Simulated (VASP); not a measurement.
A run of VASP 6.6.1:

The input INCAR:

```
SYSTEM = ZnSe
PREC     = Accurate       ! precision mode
ENCUT    = 520            ! plane-wave cutoff, eV
EDIFF    = 1E-7           ! SCF threshold, eV
ISMEAR   = 0              ! smearing method
SIGMA    = 0.03           ! smearing width, eV
LREAL    = .FALSE.        ! projectors in reciprocal space
LASPH    = .TRUE.         ! aspherical terms in the spheres
NELM     = 100            ! most SCF steps
ALGO     = Normal         ! electronic algorithm
ISIF     = 2              ! what is computed and relaxed
LWAVE    = .FALSE.        ! write WAVECAR
LCHARG   = .TRUE.         ! write CHGCAR
GGA      = PE             ! functional
LELF     = .TRUE.         ! ELF
LVHAR    = .TRUE.       
NBANDS   = 16             ! bands
```

KPOINTS

```
Automatic mesh
0
G
  8 8 8
  0 0 0
```

POSCAR

```
ZnSe
1.0
    0.0000000000      2.8338000000      2.8338000000
    2.8338000000      0.0000000000      2.8338000000
    2.8338000000      2.8338000000      0.0000000000
Se Zn
1 1
Direct
    0.7500000000      0.7500000000      0.7500000000
    0.0000000000      0.0000000000      0.0000000000
```

Potentials or basis: VASP PAW PBE potentials, release 64 (Se, Zn).

Launch:

```bash
$ cat potpaw_PBE.64/Se/POTCAR potpaw_PBE.64/Zn/POTCAR > POTCAR
$ mpirun -np 1 vasp_std > vasp.out
```

Hardware: 1 thread of Intel Xeon 8259CL (shared host).

Q: Estimate the wall time of this run.

A: Run time: 47 s on 1 thread of Intel Xeon 8259CL (shared host), peak memory 0.17 GiB. Counts: scf iterations 14, k points 29.
